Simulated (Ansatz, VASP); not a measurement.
## Two plane-wave programs on KI

```
CELL_PARAMETERS angstrom
0.00000 3.61266 3.43644
3.61266 0.00000 3.43644
3.61266 3.61266 0.00000
ATOMIC_POSITIONS crystal
K 0.00000 0.00000 0.00000
I 0.50000 0.50000 0.50000
```

Change from the starting cell: strain +0.025 along x and y, -0.025 along z, atoms carried along.

Alike in both runs: task single point; functional PBE; k mesh 6 × 6 × 6; occupations gaussian, width 0.05 eV; no spin polarisation.

```csv
,VASP,Ansatz
version,VASP 6.6.1,Ansatz 0.2.0
potentials or method,"VASP PAW PBE potentials, release 64 (K_sv, I), cutoff 520 eV","scalar-relativistic, plane waves, PAW"
valence electrons in the cell,16,26
```

VASP gave:

```
gap on the k mesh at the Fermi level (eV)                     : 3.91
least direct gap on the mesh (eV)                             : 3.91
pressure (GPa)                                                : 0.5
traceless stress, the component that is largest in VASP (GPa) : 0.91
```

**Question.** Which values does Ansatz return?

**Answer.** gap on the k mesh at the Fermi level (eV): 3.92; least direct gap on the mesh (eV): 3.92; pressure (GPa): 0.5; traceless stress, the component that is largest in VASP (GPa): 0.90.

The functional is the same, so the differences come from potentials, cutoffs and numerics. VASP's potentials hold 16 valence electrons a cell and Ansatz's 26, so a difference there can come from the potentials and not from the codes.

Neither program's run includes spin-orbit coupling.
